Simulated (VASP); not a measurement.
# HfB2 (P6/mmm) in VASP: a series of runs, part 2 of 2

VASP 6.6.1. The steps go on from the part before.

## 3. Single point, PBE

This run uses another cell than the first one, of 9.11 Å³/atom, 1.045 times its volume.

INCAR reads:

```
  PREC = Accurate
  ENCUT = 520
  EDIFF = 1E-6
  ISMEAR = -1
  SIGMA = 0.05
  LREAL = F
  LASPH = T
  NELM = 80
  ALGO = Normal
  ISIF = 2
  LWAVE = F
  LCHARG = F
  GGA = PE
  NBANDS = 15
```

KPOINTS reads:

```
Automatic mesh
0
Gamma
  11 11 8
```

POSCAR reads:

```
HfB2
1.0
    3.0539289143      0.0000000000      0.0000000000
   -1.5269644572      2.6447802469      0.0000000000
    0.0000000000      0.0000000000      3.3846091152
Hf B
1 2
Direct
    0.0000000000      0.0000000000      0.0000000000
    0.3333333333      0.6666666667      0.5000000000
    0.6666666667      0.3333333333      0.5000000000
```

Potentials or basis: VASP PAW PBE potentials, release 64 (Hf_pv, B).

The run is started by

```bash
> cat potpaw_PBE.64/Hf_pv/POTCAR potpaw_PBE.64/B/POTCAR > POTCAR
> mpirun -np 1 vasp_std > vasp.out
```

It took 12 s on 1 thread of Intel Xeon 6975P-C (Granite Rapids), shared host; peak memory 0.16 GiB.

The run converged. Its results:

```
Free energy            : -26.2144 eV
Pressure               : 26.2 GPa
Band gap on the k mesh : zero (band 8 reaches 8.98 eV, above the bottom of band 9 at 7.78 eV)
```

Stress tensor (GPa, compression positive):
```
26.90  0.00  0.00
 0.00 26.90  0.00
 0.00  0.00 24.81
```

Levels at points of the mesh, in eV from the Fermi level:
```tsv
k point	band 4	band 5	band 6	band 7	band 8	band 9	band 10	band 11	band 12	band 13
(0.00, 0.00, 0.00)	-14.08	-3.08	-2.93	-2.93	-2.59	4.61	4.61	5.27	5.27	5.51
(0.00, 0.00, 0.50)	-11.29	-8.54	-1.08	-1.08	0.49	0.49	1.22	1.22	2.61	5.50
```

Caveat: spin-orbit coupling is left out, which moves the levels of the heavy elements.

## 4. Single point, PBE

This run uses another cell than the first one, of 9.51 Å³/atom, 1.091 times its volume.

INCAR reads:

```
SYSTEM = HfB2
PREC = Accurate ; ENCUT = 520
EDIFF = 1E-6 ; ISMEAR = -1
SIGMA = 0.05 ; LREAL = .FALSE.
LASPH = .TRUE. ; NELM = 60
ALGO = Normal ; ISIF = 2
LWAVE = .FALSE. ; LCHARG = .FALSE.
GGA = PE ; NBANDS = 15
```

KPOINTS reads:

```
Automatic mesh
0
G
  11 11 8
  0 0 0
```

POSCAR reads:

```
HfB2
1.0
    3.0975623654      0.0000000000      0.0000000000
   -1.5487811827      2.6825679272      0.0000000000
    0.0000000000      0.0000000000      3.4329672075
Hf B
1 2
Direct
    0.0000000000      0.0000000000      0.0000000000
    0.3333333333      0.6666666667      0.5000000000
    0.6666666667      0.3333333333      0.5000000000
```

Potentials or basis: VASP PAW PBE potentials, release 64 (Hf_pv, B).

The run is started by

```bash
> cat potpaw_PBE.64/Hf_pv/POTCAR potpaw_PBE.64/B/POTCAR > POTCAR
> mpirun -np 1 vasp_std > vasp.out
```

OUTCAR:

```text
SYSTEM = HfB2
   PREC = Accurate
   ENCUT = 520
   EDIFF = 1E-6
   ISMEAR = -1
   LREAL = .FALSE.
   LASPH = .TRUE.
   NELM = 60
   ISIF = 2
   GGA = PE

 ion  position               nearest neighbor table
   1  0.000  0.000  0.000-   2 2.48   3 2.48   2 2.48   3 2.48   3 2.48   3 2.48   2 2.48   2 2.48
                             3 2.48   3 2.48   2 2.48   2 2.48
   2  0.333  0.667  0.500-   3 1.79   3 1.79   3 1.79   1 2.48   1 2.48   1 2.48   1 2.48   1 2.48
                             1 2.48
   3  0.667  0.333  0.500-   2 1.79   2 1.79   2 1.79   1 2.48   1 2.48   1 2.48   1 2.48   1 2.48
                             1 2.48

  LATTYP: Found a hexagonal cell.
[... 630 lines left out ...]
  --------------------------------------------------------------------------------------
  -------------------------------------------------------------------------------------
  Total        2.2488130      2.2488134      2.0948722      0.0000000      0.0000000     -0.0000000
  in kB      126.3058550    126.3058765    117.6596847      0.0000000      0.0000000     -0.0000000
  external PRESSURE =     123.4238054 kB  Pullay stress =       0.0000000 kB

 VOLUME and BASIS-vectors are now :
 -----------------------------------------------------------------------------
  energy-cutoff  :      520.00
  volume of cell :       28.53
      direct lattice vectors                 reciprocal lattice vectors
     3.097562365  0.000000000  0.000000000     0.322834501  0.186388570  0.000000000
    -1.548781183  2.682567927  0.000000000     0.000000000  0.372777140  0.000000000
     0.000000000  0.000000000  3.432967207     0.000000000  0.000000000  0.291293199

 POSITION                                       TOTAL-FORCE (eV/Angst)
 -----------------------------------------------------------------------------------
      0.00000      0.00000      0.00000        -0.000000      0.000000      0.000000
     -0.00000      1.78838      1.71648        -0.000000     -0.000000     -0.000000
      1.54878      0.89419      1.71648         0.000000     -0.000000      0.000000
 -----------------------------------------------------------------------------------
    total drift:                               -0.000000      0.000000      0.000000

  FREE ENERGIE OF THE ION-ELECTRON SYSTEM (eV)
  ---------------------------------------------------
  free  energy   TOTEN  =       -26.3562742617 eV

  energy  without entropy=      -26.3549828106  energy(sigma->0) =      -26.35562854
```

OSZICAR:

```text
N       E                     dE             d eps       ncg     rms          rms(c)
DAV:   1     0.290649705654E+02    0.29065E+02   -0.80791E+03  2400   0.102E+03
DAV:   2    -0.272811861921E+02   -0.56346E+02   -0.53038E+02  3199   0.220E+02
DAV:   3    -0.287852212982E+02   -0.15040E+01   -0.14988E+01  3086   0.266E+01
DAV:   4    -0.287906526090E+02   -0.54313E-02   -0.54305E-02  2841   0.200E+00
DAV:   5    -0.287906811890E+02   -0.28580E-04   -0.28578E-04  3128   0.129E-01    0.563E+01
DAV:   6    -0.264836869869E+02    0.23070E+01   -0.27460E+00  2848   0.123E+01    0.409E+01
DAV:   7    -0.264353833971E+02    0.48304E-01   -0.10259E+00  3009   0.752E+00    0.116E+01
DAV:   8    -0.263609633510E+02    0.74420E-01   -0.27478E-01  2771   0.405E+00    0.169E+00
DAV:   9    -0.263564366200E+02    0.45267E-02   -0.21035E-02  2757   0.119E+00    0.357E-01
DAV:  10    -0.263562688634E+02    0.16776E-03   -0.77845E-04  2988   0.236E-01    0.260E-01
DAV:  11    -0.263562764467E+02   -0.75832E-05   -0.47062E-05  2925   0.521E-02    0.951E-02
DAV:  12    -0.263562741616E+02    0.22851E-05   -0.27347E-06  2841   0.120E-02    0.140E-02
DAV:  13    -0.263562742617E+02   -0.10011E-06   -0.18220E-07  1410   0.362E-03
   1 F= -.26356274E+02 E0= -.26355629E+02  d E =-.129145E-02
```

Run time: 12 s. Hardware: 1 thread of Intel Xeon 6975P-C (Granite Rapids), shared host; peak memory 0.16 GiB.

Results:

```yaml
Free_energy: -26.3563 eV
Pressure: 12.3 GPa
Band_gap_on_the_k_mesh: zero (band 8 reaches 8.61 eV, above the bottom of band 9 at 7.46 eV)
```

Caveat: spin-orbit coupling is left out, which moves the levels of the heavy elements.

## 5. Single point, PBE

This run uses another cell than the first one, of 9.90 Å³/atom, 1.136 times its volume.

INCAR reads:

```
SYSTEM = HfB2
PREC = Accurate
ENCUT = 520
EDIFF = 1E-6
ISMEAR = -1
SIGMA = 0.05
LREAL = .FALSE.
LASPH = .TRUE.
NELM = 80
ALGO = Normal
ISIF = 2
LWAVE = .FALSE.
LCHARG = .FALSE.
GGA = PE
NBANDS = 15
```

KPOINTS is that of step 4.

POSCAR reads:

```
HfB2
1.0
    3.1400000000      0.0000000000      0.0000000000
   -1.5700000000      2.7193200000      0.0000000000
    0.0000000000      0.0000000000      3.4800000000
Hf B
1 2
Direct
    0.0000000000      0.0000000000      0.0000000000
    0.3333333333      0.6666666667      0.5000000000
    0.6666666667      0.3333333333      0.5000000000
```

The run is started by

```bash
> cat potpaw_PBE.64/Hf_pv/POTCAR potpaw_PBE.64/B/POTCAR > POTCAR
> mpirun -np 1 vasp_std > vasp.out
```

Wall time 14 s (1 thread of Intel Xeon 6975P-C (Granite Rapids), shared host); peak memory 0.16 GiB.

The run converged. Its results:

```yaml
Free_energy: -26.4048 eV
Pressure: 1.0 GPa
Band_gap_on_the_k_mesh: zero (band 8 reaches 8.26 eV, above the bottom of band 9 at 7.17 eV)
```

Stress tensor (GPa, compression positive):
```
0.86 0.00 0.00
0.00 0.86 0.00
0.00 0.00 1.16
```

Levels at points of the mesh, in eV from the Fermi level:
| k point | band 4 | band 5 | band 6 | band 7 | band 8 | band 9 | band 10 | band 11 | band 12 | band 13 |
| --- | --- | --- | --- | --- | --- | --- | --- | --- | --- | --- |
| (0.00, 0.00, 0.00) | -13.63 | -2.88 | -2.78 | -2.78 | -2.66 | 4.15 | 4.15 | 4.78 | 4.78 | 5.11 |
| (0.00, 0.00, 0.50) | -11.23 | -8.25 | -1.07 | -1.07 | 0.44 | 0.44 | 1.12 | 1.12 | 2.35 | 5.20 |

Caveat: spin-orbit coupling is left out, which moves the levels of the heavy elements.

## 6. The runs side by side

| cell | gap on the mesh (eV) | pressure (GPa) |
| --- | --- | --- |
| a = 3.009, b = 3.009, c = 3.335 Å, angles 90.0, 90.0, 120.0°, 3 atoms | none | 43.1 |
| a = 3.054, b = 3.054, c = 3.385 Å, angles 90.0, 90.0, 120.0°, 3 atoms | none | 26.2 |
| a = 3.098, b = 3.098, c = 3.433 Å, angles 90.0, 90.0, 120.0°, 3 atoms | none | 12.3 |
| a = 3.140, b = 3.140, c = 3.480 Å, angles 90.0, 90.0, 120.0°, 3 atoms | none | 1.0 |

Alike in all rows: task single point; level PBE; potentials or basis VASP PAW PBE potentials, release 64 (Hf_pv, B); no spin polarisation; k mesh 11 × 11 × 8; cutoff (eV) 520; smearing fermi-dirac 0.05 eV.

Caveats: spin-orbit coupling is left out, which moves the levels of the heavy elements.

Absolute energies hang on the potentials; compare differences alone.
